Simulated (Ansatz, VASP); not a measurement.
## Ga: VASP beside Ansatz

File INCAR:

```
  PREC = Accurate
  ENCUT = 520
  EDIFF = 1E-6
  ISMEAR = -1
  SIGMA = 0.03
  LREAL = False
  LASPH = True
  NELM = 100
  ALGO = Normal
  ISIF = 2
  LWAVE = False
  LCHARG = False
  GGA = PS
  NBANDS = 20
```

KPOINTS

```
Automatic mesh
0
Gamma
  14 14 11
```

The input POSCAR:

```
Ga
1.0
    1.4056761615     -4.0925199307      0.0000000000
    1.4056761615      4.0925199307      0.0000000000
   -0.1193757521      0.0000000000      3.3845287204
Ga
2
Direct
    0.8690000000      0.1310000000      0.2500000000
    0.1310000000      0.8690000000      0.7500000000
```

Input for Ansatz:

```yaml
crystal:
  lattice:
    - [1.4056761615, -4.0925199307, 0.0]
    - [1.4056761615, 4.0925199307, 0.0]
    - [-0.1193757521, 0.0, 3.3845287204]
  atoms:
    - { symbol: Ga, position: [0.869, 0.131, 0.25] }
    - { symbol: Ga, position: [0.131, 0.869, 0.75] }
kpoints:
  mp_grid: { grid: [14, 14, 11] }
scf:
  occupations: { method: fermi_dirac, width: 0.03 }
hamiltonian:
  xc: pbesol
  pseudopotentials: { kind: all_electron, lapw: { basis_error: 0.0005 } }
output:
  forces: true
  stress: true
  eigenvalues: true
```

Change from the starting cell: volume scaled by 1.05.

Alike in both runs: task single point; functional PBEsol; k mesh 14 × 14 × 11; occupations fermi-dirac, width 0.03 eV; no spin polarisation.

|  | VASP | Ansatz |
| --- | --- | --- |
| version | VASP 6.6.1 | Ansatz 0.2.0 |
| potentials or method | VASP PAW PBE potentials, release 64 (Ga_d), cutoff 520 eV | all-electron LAPW, scalar-relativistic |

|  | VASP | Ansatz | Ansatz less VASP |
| --- | --- | --- | --- |
| pressure (GPa) | -4.1 | -4.0 | +0.05 |
| traceless stress, the component that is largest in VASP (GPa) | -0.05 | -0.06 | 0.000 |
| rms of the force components (eV/Å) | 0.091 | 0.091 | -0.0002 |

VASP's potentials were made for PBE, not for PBEsol. Atom by atom the forces differ by 0.000 eV/Å (rms over components). Ansatz ran all-electron here, and VASP with PAW potentials.
